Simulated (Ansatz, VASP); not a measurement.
**InPd in VASP and in Ansatz**

```xyz
2
Lattice="3.2719 0.0000 0.0000 0.0000 3.2719 0.0000 0.0000 0.0000 3.2719" Properties=species:S:1:pos:R:3 pbc="T T T"
In    0.0000    0.0000    0.0000
Pd    1.6359    1.6359    1.6359
```

Alike in both runs: task single point; functional PBEsol; k mesh 10 × 10 × 10; occupations gaussian, width 0.05 eV; no spin polarisation.

|  | VASP | Ansatz |
| --- | --- | --- |
| version | VASP 6.6.1 | Ansatz 0.2.0 |
| potentials or method | VASP PAW PBE potentials, release 64 (In_d, Pd), cutoff 500 eV | scalar-relativistic, plane waves, PAW |
| valence electrons in the cell | 23 | 31 |

Ansatz gave:

- gap on the k mesh at the Fermi level (eV): none
- pressure (GPa): -2.7

Problem. Which values does VASP return?

Solution. gap on the k mesh at the Fermi level (eV): none; pressure (GPa): -2.5.

VASP's potentials were made for PBE, not for PBEsol. A gap of «none» marks a metal or a gap that the smearing closes. VASP's potentials hold 23 valence electrons a cell and Ansatz's 31, so a difference there can come from the potentials and not from the codes.
